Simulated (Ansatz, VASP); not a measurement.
## Zn in VASP and in Ansatz

```
Zn
1.0
     0.00000    1.99169    1.91203
     1.99169    0.00000    1.91203
     1.99169    1.99169    0.00000
Zn
1
Direct
  0.00000 0.00000 0.00000
```

Alike in both runs: task single point; functional PBEsol; k mesh 22 × 22 × 22; occupations gaussian, width 0.15 eV; no spin polarisation.

```csv
,VASP,Ansatz
version,VASP 6.6.1,Ansatz 0.2.0
potentials or method,"VASP PAW PBE potentials, release 64 (Zn), cutoff 520 eV","scalar-relativistic, plane waves, PAW"
valence electrons in the cell,12,12
```

```csv
,VASP,Ansatz,Ansatz less VASP
gap on the k mesh at the Fermi level (eV),none,none,-
pressure (GPa),-4.7,-5.0,-0.36
"traceless stress, the component that is largest in VASP (GPa)",0.86,0.86,+0.001
```

VASP's potentials were made for PBE, not for PBEsol. A gap of «none» marks a metal or a gap that the smearing closes.
